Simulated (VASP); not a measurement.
Runs of VASP 6.6.1 on Hf3Br. The structure is that of space group Im-3m (No. 229), or close to it. The cells are those of the table. 

```csv
task,cell,k mesh,cutoff (eV),gap on the mesh (eV),pressure (GPa),relaxed volume (Å³/atom)
single point,"a = 4.966 Å, angles 109.5°, 4 atoms",4 × 4 × 4,520,none,-0.5,-
relaxation of cell and atoms,"relaxed from a = 4.966 Å, angles 109.5°, 4 atoms",12 × 12 × 12,600,none,0.0,(a)
single point,"a = 4.994 Å, angles 109.5°, 4 atoms",12 × 12 × 12,520,none,(b),-
relaxation of cell and atoms,"relaxed from a = 5.012 Å, angles 109.5°, 4 atoms",4 × 4 × 4,600,none,0.0,23.39
single point,"a = 5.012 Å, angles 109.5°, 4 atoms",4 × 4 × 4,520,none,-2.2,-
```

Alike in all rows: level PBE; potentials or basis VASP PAW PBE potentials, release 64 (Hf_pv, Br); no spin polarisation; smearing gaussian 0.1 eV.

Q: Estimate the missing entries.

A: (a) 23.81; (b) -0.4.

Caveats: some runs use coarse meshes; spin-orbit coupling is left out, which moves the levels of the heavy elements; an odd number of electrons without spin polarisation forces a metal; a magnetic or distorted state may lie lower.

A k mesh can miss the band edges, and the runs leave out spin-orbit coupling on Br, Hf.

A gap of «none» marks levels without a gap at the run's occupations.
